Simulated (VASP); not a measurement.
# Al4CN4 in VASP: notebook

The runs below take Al4CN4 through single point, with LDA.

Program: VASP 6.6.1. These are calculated values, not measurements. Logs are shortened: lines on timing, memory, paths and dates and some standing lists are left out, and cuts for length are marked.

### Step 1. The cell of the first run

The cell holds a slab with vacuum, 9 atoms: a = 3.089 Å, b = 3.089 Å, c = 23.442 Å, α = 90.00°, β = 90.00°, γ = 120.00°.

### Step 2. Single point, LDA, collinear spin

Input file INCAR:

```
PREC     = Accurate       # precision mode
ENCUT    = 520            # plane-wave cutoff, eV
EDIFF    = 1E-6           # SCF threshold, eV
ISMEAR   = 0              # smearing method
SIGMA    = 0.05           # smearing width, eV
LREAL    = F              # projectors in reciprocal space
LASPH    = T              # aspherical terms in the spheres
NELM     = 150            # most SCF steps
ALGO     = Normal         # electronic algorithm
ISIF     = 2              # what is computed and relaxed
LWAVE    = F              # write WAVECAR
LCHARG   = F              # write CHGCAR
ISPIN    = 2              # spin polarisation
MAGMOM   = 0 0 0 0 0 0 0 0 2 # initial moments
LORBIT   = 11             # projections on sites
LDIPOL   = T            
IDIPOL   = 3            
DIPOL    = 0.5 0.5 0.365
GGA      = CA             # functional
NBANDS   = 32             # bands
```

Input file KPOINTS:

```
regular mesh
0
Gamma
  9 9 1
```

Input file POSCAR:

```
Al4CN4
1.0
    3.0886572978      0.0000000000      0.0000000000
   -1.5443286489      2.6748556835      0.0000000000
    0.0000000000      0.0000000000     23.4417423460
N Al C
4 4 1
Direct
    0.3333333333      0.6666666666      0.1706357804
    0.6666666667      0.3333333334      0.2760679086
    0.3333333333      0.6666666666      0.3837737194
    0.6666666667      0.3333333334      0.4878740814
    0.6666666667      0.3333333334      0.1955203112
    0.3333333333      0.6666666666      0.3009524394
    0.6666666667      0.3333333334      0.4041582755
    0.3333333333      0.6666666666      0.5094221312
    0.3333333333      1.1666666667      0.5601024053
```

Potentials or basis: VASP PAW LDA potentials, release 64 (N, Al, C).

On the command line:

```console
$ cat potpaw_LDA.64/N/POTCAR potpaw_LDA.64/Al/POTCAR potpaw_LDA.64/C/POTCAR > POTCAR
$ mpirun -np 1 vasp_std > vasp.out
```

OUTCAR:

```text
PREC = Accurate
   ENCUT = 520
   EDIFF = 1E-6
   ISMEAR = 0
   LREAL = F
   LASPH = T
   NELM = 150
   ISIF = 2
   ISPIN = 2
   LORBIT = 11
   GGA = CA

 ion  position               nearest neighbor table
   1  0.333  0.667  0.171-   5 1.88   5 1.88   5 1.88
   2  0.667  0.333  0.276-   6 1.88   6 1.88   6 1.88   5 1.89
   3  0.333  0.667  0.384-   7 1.85   7 1.85   7 1.85   6 1.94
   4  0.667  0.333  0.488-   8 1.85   8 1.85   8 1.85   9 1.91   7 1.96
   5  0.667  0.333  0.196-   1 1.88   1 1.88   1 1.88   2 1.89   6 3.05   6 3.05   6 3.05
   6  0.333  0.667  0.301-   2 1.88   2 1.88   2 1.88   3 1.94   7 3.01   7 3.01   7 3.01   5 3.05
                             5 3.05   5 3.05
   7  0.667  0.333  0.404-   3 1.85   3 1.85   3 1.85   4 1.96   6 3.01   6 3.01   6 3.01   8 3.04
                             8 3.04   8 3.04
   8  0.333  0.667  0.509-   4 1.85   4 1.85   4 1.85   9 1.95   9 1.95   7 3.04   7 3.04   7 3.04

   9  0.333  0.167  0.560-   4 1.91   8 1.95   8 1.95

  LATTYP: Found a hexagonal cell.
 ALAT       =     3.0886572978
 C/A-ratio  =     7.5896223135

  Lattice vectors:

 A1 = (   3.0886572978,   0.0000000000,   0.0000000000)
 A2 = (  -1.5443286489,   2.6748556835,   0.0000000000)
 A3 = (   0.0000000000,   0.0000000000,  23.4417423460)

Analysis of symmetry for initial positions (statically):
=====================================================================
 Subroutine PRICEL returns:
 Original cell was already a primitive cell.

 Routine SETGRP: Setting up the symmetry group for a
 hexagonal supercell.

 Subroutine GETGRP returns: Found  2 space group operations
 (whereof  2 operations were pure point group operations)
 out of a pool of 24 trial point group operations.

The static configuration has the point symmetry C_1h.

Analysis of symmetry for dynamics (positions and initial velocities):
=====================================================================
 Subroutine PRICEL returns:
 Original cell was already a primitive cell.

 Routine SETGRP: Setting up the symmetry group for a
 hexagonal supercell.

 Subroutine GETGRP returns: Found  2 space group operations
 (whereof  2 operations were pure point group operations)
 out of a pool of 24 trial point group operations.

The dynamic configuration has the point symmetry C_1h.

Analysis of structural, dynamic, and magnetic symmetry:
=====================================================================
 Subroutine PRICEL returns:
[... 176 lines left out ...]
 val. band max:       -0.5252021565   @ k =  -0.1111   0.3333   0.0000
 cond. band min:      -0.5179512197   @ k =   0.0000   0.1111   0.0000
 fundamental gap:      0.0072509367
 Fermi energy:        -0.5240328408

 spin component 1

 k-point     1 :       0.0000    0.0000    0.0000
  band No.  band energies     occupation
      1     -18.2506      1.00000
      2     -17.0676      1.00000
      3     -15.8108      1.00000
      4     -13.5823      1.00000
      5     -11.4838      1.00000
      6      -7.4516      1.00000
[... 781 lines left out ...]
     29       9.2113      0.00000
     30       9.7776      0.00000

 [... further k-points ...]

 spin component 2

 k-point     1 :       0.0000    0.0000    0.0000
  band No.  band energies     occupation
      1     -18.1207      1.00000
      2     -17.0246      1.00000
      3     -15.8027      1.00000
      4     -13.5706      1.00000
      5     -10.9427      1.00000
      6      -7.3550      1.00000
[... 781 lines left out ...]
     29       9.2538      0.00000
     30       9.8369      0.00000

 [... further k-points ...]

 [bands above 30 left out]

------------------------ aborting loop because EDIFF is reached ----------------------------------------

 vacuum level on the upper side and lower side of the slab       (xc-potential included)        -0.842         0.826

  FORCE on cell =-STRESS in cart. coord.  units (eV):
  Direction    XX          YY          ZZ          XY          YZ          ZX
  --------------------------------------------------------------------------------------
  -------------------------------------------------------------------------------------
  Total        2.4291790      4.5756516     -0.2001949     -1.8588998      0.8527665      1.4770342
  in kB       20.0960238     37.8532838     -1.6561653    -15.3782382      7.0547354     12.2191545
  external PRESSURE =      18.7643808 kB  Pullay stress =       0.0000000 kB

 VOLUME and BASIS-vectors are now :
 -----------------------------------------------------------------------------
  energy-cutoff  :      520.00
  volume of cell :      193.67
      direct lattice vectors                 reciprocal lattice vectors
     3.088657298  0.000000000  0.000000000     0.323765282  0.186925973  0.000000000
    -1.544328649  2.674855684  0.000000000     0.000000000  0.373851945  0.000000000
     0.000000000  0.000000000 23.441742346     0.000000000  0.000000000  0.042658945

 POSITION                                       TOTAL-FORCE (eV/Angst)
 -----------------------------------------------------------------------------------
     -0.00000      1.78324      4.00000        -0.000306     -0.000177      2.006652
      1.54433      0.89162      6.47151        -0.000822     -0.000475      1.706329
     -0.00000      1.78324      8.99632        -0.056770     -0.032776     -0.414305
      1.54433      0.89162     11.43662        -0.109049     -0.062960     -1.587603
      1.54433      0.89162      4.58334        -0.000323     -0.000187     -2.555225
     -0.00000      1.78324      7.05485        -0.011652     -0.006728     -1.106192
      1.54433      0.89162      9.47417        -0.158885     -0.091732      0.504655
     -0.00000      1.78324     11.94174        -0.332919     -0.192211      1.332876
      0.77216      0.44581     13.12978         0.670726      0.387244      0.112814
 -----------------------------------------------------------------------------------
    total drift:                               -0.000256     -0.000148      0.000296

  FREE ENERGIE OF THE ION-ELECTRON SYSTEM (eV)
  ---------------------------------------------------
  free  energy   TOTEN  =       -66.5540277240 eV

  energy  without entropy=      -66.5446442121  energy(sigma->0) =      -66.54933597

 vacuum level on the upper side and lower side of the slab         5.775         7.481

 total charge

# of ion       s       p       d       tot
------------------------------------------
    1        1.244   2.437   0.000   3.681
    2        1.220   2.613   0.000   3.832
    3        1.215   2.636   0.000   3.852
    4        1.230   2.591   0.000   3.821
    5        0.382   0.458   0.000   0.840
    6        0.374   0.456   0.000   0.831
    7        0.379   0.462   0.000   0.841
    8        0.381   0.502   0.000   0.882
    9        0.998   1.199   0.000   2.197
--------------------------------------------------
tot          7.424  13.353   0.000  20.777

 magnetization (x)

# of ion       s       p       d       tot
------------------------------------------
    1        0.000   0.008   0.000   0.008
    2        0.000   0.001   0.000   0.001
    3        0.000   0.003   0.000   0.003
    4        0.002   0.038   0.000   0.040
    5       -0.000   0.000   0.000   0.000
    6       -0.000   0.000   0.000   0.000
    7       -0.000  -0.000   0.000  -0.001
    8        0.004   0.014   0.000   0.018
    9        0.023   0.414   0.000   0.437
--------------------------------------------------
tot          0.029   0.477   0.000   0.507
```

OSZICAR:

```text
N       E                     dE             d eps       ncg     rms          rms(c)
DAV:   1     0.200161576166E+03    0.20016E+03   -0.15050E+04  3200   0.928E+02
DAV:   2    -0.492621352949E+02   -0.24942E+03   -0.23734E+03  4288   0.215E+02
DAV:   3    -0.764669461443E+02   -0.27205E+02   -0.26743E+02  4088   0.728E+01
[... 29 lines left out ...]
DAV:  33    -0.665539608722E+02   -0.67749E-04   -0.15686E-05  4152   0.152E-02    0.422E-02
DAV:  34    -0.665539994308E+02   -0.38559E-04   -0.68188E-06  3920   0.107E-02    0.483E-02
DAV:  35    -0.665540111382E+02   -0.11707E-04   -0.14919E-05  3624   0.103E-02    0.191E-02
DAV:  36    -0.665540213593E+02   -0.10221E-04   -0.60755E-06  3768   0.788E-03    0.388E-03
DAV:  37    -0.665540282836E+02   -0.69243E-05   -0.12087E-06  3112   0.377E-03    0.134E-02
DAV:  38    -0.665540277240E+02    0.55956E-06   -0.15526E-06  3016   0.376E-03
   1 F= -.66554028E+02 E0= -.66549336E+02  d E =-.938351E-02  mag=     0.9412
```

stdout:

```text
POSCAR found type information on POSCAR N AlC
 POSCAR found :  3 types and       9 ions
 scaLAPACK will be used
 LDA part: xc-table for (Slater(with rela. corr.)+CA(PZ))
 , standard interpolation
 POSCAR, INCAR and KPOINTS ok, starting setup
 FFT: planning ... GRIDC
 FFT: planning ... GRID_SOFT
 FFT: planning ... GRID
 WAVECAR not read
 entering main loop
```

It took 13 min on 1 thread of Oxide Virtual Turin-like, shared host; peak memory 0.38 GiB.

What came out:

```
Free energy                                           : -66.5540 eV
Largest force                                         : 2.555 eV/Å
Net moment                                            : 0.94 μB per cell
Site moments                                          : N +0.01, +0.00, +0.04 (each value once); Al +0.00, -0.00, +0.02 (each value once); C +0.44 μB
Valence electrons inside the program's atomic spheres : N 3.68, 3.83, 3.85, 3.82; Al 0.84, 0.83, 0.88 (each value once); C 2.20
```

Forces on the atoms (eV/Å):
```
N    0.000  0.000  2.007
N   -0.001  0.000  1.706
N   -0.057 -0.033 -0.414
N   -0.109 -0.063 -1.588
Al   0.000  0.000 -2.555
Al  -0.012 -0.007 -1.106
Al  -0.159 -0.092  0.505
Al  -0.333 -0.192  1.333
C    0.671  0.387  0.113
```

Levels at points of the mesh, in eV from the Fermi level:
Spin up:
```csv
k point,band 16,band 17,band 18,band 19,band 20,band 21,band 22,band 23
"(0.00, 0.00, 0.00)",-0.02,0.11,0.11,0.24,2.32,3.70,4.95,5.09
```
Spin down:
```
           k point  band 14  band 15  band 16  band 17  band 18  band 19  band 20  band 21  band 22  band 23
(0.00, 0.00, 0.00)    -1.80    -0.67     0.12     0.12     0.95     1.09     2.85     3.84     5.10     5.13
```

Caveat: a moment this small can come from the mesh or the smearing.

### Step 3. Single point, LDA, collinear spin

Input file INCAR:

```
  PREC = Accurate
  ENCUT = 520
  EDIFF = 1E-7
  ISMEAR = 0
  SIGMA = 0.05
  LREAL = False
  LASPH = True
  NELM = 150
  ALGO = Normal
  ISIF = 2
  LWAVE = False
  LCHARG = False
  ISPIN = 2
  MAGMOM = 0 0 0 0 0 0 0 0 2
  LORBIT = 11
  LDIPOL = True
  IDIPOL = 3
  DIPOL = 0.5 0.5 0.369
  NBANDS = 32
```

KPOINTS is that of step 2.

Input file POSCAR:

```
Al4CN4
1.0
    3.0886572978      0.0000000000      0.0000000000
   -1.5443286489      2.6748556835      0.0000000000
    0.0000000000      0.0000000000     23.4417423460
N Al C
4 4 1
Direct
    0.3333333334      0.6666666667      0.1706357804
    0.6666666666      0.3333333333      0.2760679086
    0.3333333334      0.6666666667      0.3837737194
    0.6666666666      0.3333333333      0.4878740814
    0.6666666666      0.3333333333      0.1955203112
    0.3333333334      0.6666666667      0.3009524394
    0.6666666666      0.3333333333      0.4041582755
    0.3333333334      0.6666666667      0.5094221312
    0.5000000000      1.0000000000      0.5881218912
```

Potentials or basis: VASP PAW LDA potentials, release 64 (N, Al, C).

On the command line:

```console
$ cat potpaw_LDA.64/N/POTCAR potpaw_LDA.64/Al/POTCAR potpaw_LDA.64/C/POTCAR > POTCAR
$ mpirun -np 1 vasp_std > vasp.out
```

Wall time 34 min (1 thread of Oxide Virtual Turin-like, shared host); peak memory 0.38 GiB.

Results (log left out):

| Property | Result |
| --- | --- |
| Free energy | -66.2426 eV |
| Largest force | 2.601 eV/Å |
| Net moment | 0.26 μB per cell |
| Site moments | N -0.35, -0.03, +0.00, +0.06; Al +0.00, -0.00, +0.01, +0.02; C +0.38 μB |
| Valence electrons inside the program's atomic spheres | N 3.69, 3.83, 3.85 (each value once); Al 0.84, 0.83, 0.85 (each value once); C 2.03 |

Forces in eV/Å, atoms in the order of the input:
```
N    0.000  0.002  2.131
N    0.000 -0.003  1.334
N    0.000 -0.003 -0.851
N    0.000  0.235 -1.258
Al   0.000  0.000 -2.601
Al   0.000 -0.003 -0.690
Al   0.000 -0.031  0.974
Al   0.000 -0.222  1.045
C    0.000  0.025 -0.084
```

Levels at points of the mesh, in eV from the Fermi level:
Spin up:
```
           k point  band 16  band 17  band 18  band 19  band 20  band 21
(0.00, 0.00, 0.00)    -0.49     0.11     0.11     1.85     1.86     3.44
```
Spin down:
```tsv
k point	band 15	band 16	band 17	band 18	band 19	band 20	band 21	band 22
(0.00, 0.00, 0.00)	-1.23	-0.32	-0.32	-0.03	2.47	2.67	3.45	4.75
```
